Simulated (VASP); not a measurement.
Runs of VASP 6.6.1 on Ti3PO2. The structure is that of space group P-3m1 (No. 164), or close to it. The cells are those of the table. 

| cell | gap on the mesh (eV) | pressure (GPa) | largest force (eV/Å) |
| --- | --- | --- | --- |
| a = 3.255, b = 3.255, c = 8.231 Å, angles 90.0, 90.0, 120.0°, 6 atoms | none | (b) | 0.11 |
| a = 3.130, b = 3.130, c = 7.914 Å, angles 90.0, 90.0, 120.0°, 6 atoms | none | 7.9 | 0.05 |
| a = 3.214, b = 3.214, c = 8.128 Å, angles 90.0, 90.0, 120.0°, 6 atoms | none | (a) | 0.07 |
| a = 3.085, b = 3.085, c = 7.803 Å, angles 90.0, 90.0, 120.0°, 6 atoms | none | 17.9 | 0.09 |
| a = 3.040, b = 3.040, c = 7.688 Å, angles 90.0, 90.0, 120.0°, 6 atoms | none | 30.3 | 0.14 |

Alike in all rows: task single point; level PBE; potentials or basis VASP PAW PBE potentials, release 64 (Ti_sv, P, O); no spin polarisation; k mesh 8 × 8 × 3; cutoff (eV) 520; smearing fermi-dirac 0.05 eV.

Question: Fill in the values left out.

Answer: (a) -6.7; (b) -12.0.

Caveats: an odd number of electrons without spin polarisation forces a metal; a magnetic or distorted state may lie lower; the cell stands under pressure (at least some runs); the cell stands under tension (at least some runs).

A gap of «none» marks levels without a gap at the run's occupations.
